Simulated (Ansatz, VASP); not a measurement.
**CdF2: VASP beside Ansatz**

File INCAR:

```
PREC = Accurate
ENCUT = 520
EDIFF = 1E-8
ISMEAR = -1
SIGMA = 0.03
LREAL = False
LASPH = True
NELM = 120
ALGO = Normal
ISIF = 2
LWAVE = False
LCHARG = False
GGA = RP
LEFG = True
NBANDS = 20
GGA_COMPAT = False
```

Contents of KPOINTS:

```
regular mesh
0
Gamma
  6 6 6
```

The input POSCAR:

```
CdF2
1.0
    0.0000000000      2.6940000000      2.6940000000
    2.6940000000      0.0000000000      2.6940000000
    2.6940000000      2.6940000000      0.0000000000
Cd F
1 2
Direct
    0.0000000000      0.0000000000      0.0000000000
    0.2500000000      0.2500000000      0.2500000000
    0.7500000000      0.7500000000      0.7500000000
```

Input for Ansatz:

```yaml
crystal:
  lattice:
    - [0.0, 2.694, 2.694]
    - [2.694, 0.0, 2.694]
    - [2.694, 2.694, 0.0]
  atoms:
    - { symbol: Cd, position: [0.0, 0.0, 0.0] }
    - { symbol: F, position: [0.25, 0.25, 0.25] }
    - { symbol: F, position: [0.75, 0.75, 0.75] }
basis:
  ecutwfc: 420
kpoints:
  mp_grid: { grid: [6, 6, 6] }
  band_path: { path: [[0, 0, 0], [0.5, 0, 0], [0.5, 0.5, 0.5]], npoints: 4 }
hamiltonian:
  xc: rpbe
scf:
  occupations: { method: fermi_dirac, width: 0.03 }
output:
  forces: true
  stress: true
  eigenvalues: true
  efg: {}
```

Alike in both runs: task electric field gradients; functional RPBE; k mesh 6 × 6 × 6; occupations fermi-dirac, width 0.03 eV; no spin polarisation.

|  | VASP | Ansatz |
| --- | --- | --- |
| version | VASP 6.6.1 | Ansatz 0.2.0 |
| potentials or method | VASP PAW PBE potentials, release 64 (Cd, F), cutoff 520 eV | scalar-relativistic, plane waves, PAW |
| valence electrons in the cell | 26 | 34 |

|  | VASP | Ansatz | Ansatz less VASP |
| --- | --- | --- | --- |
| gap on the k mesh at the Fermi level (eV) | 3.29 | 3.32 | +0.034 |
| least direct gap on the mesh (eV) | 3.78 | 3.81 | +0.033 |
| pressure (GPa) | 11.0 | 10.3 | -0.75 |

VASP's potentials were made for PBE, not for RPBE. VASP's potentials hold 26 valence electrons a cell and Ansatz's 34, so a difference there can come from the potentials and not from the codes.
